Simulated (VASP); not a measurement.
## Ir: single point with PBEsol

Crystal: Ir.

```
CELL_PARAMETERS angstrom
0.00000 1.87307 1.87307
1.87307 0.00000 1.87307
1.87307 1.87307 0.00000
ATOMIC_POSITIONS crystal
Ir 0.00000 0.00000 0.00000
```

```yaml
Program: VASP 6.6.1
Task: single point
Functional: PBEsol
Potentials_or_basis: VASP PAW PBE potentials, release 64 (Ir_sv_GW)
Cutoff: 560 eV
k_mesh: 12 × 12 × 12
Occupations: fermi-dirac, width 0.05 eV
Spin: no spin polarisation
```

| Item | Value |
| --- | --- |
| Pressure | 27.9 GPa |
| Band gap on the k mesh | zero (an odd number of electrons rules out a gap without spin polarisation) |

Levels at points of the mesh, in eV from the Fermi level:
```
           k point  band 4  band 5  band 6  band 7  band 8  band 9  band 10  band 11  band 12  band 13
(0.00, 0.00, 0.00)  -49.61  -12.02   -4.41   -4.41   -4.41   -1.37    -1.37    13.29    19.21    19.21
(0.50, 0.00, 0.00)  -49.75   -8.99   -4.53   -4.53   -1.02    1.00     1.00     8.00    12.98    19.54
(0.50, 0.50, 0.00)  -49.98   -8.88   -8.25    0.98    1.62    1.66     1.66    11.51    11.72    11.72
```

It took 13 s on 1 thread of AMD EPYC 7R43 64-Core Processor (Zen 3), with other jobs on the host, peak memory 0.1 GiB.

Caveat: the cell stands under pressure; the PAW data sets were made with another functional, which shifts forces and pressure a little; spin-orbit coupling is left out, which moves the levels of the heavy elements.
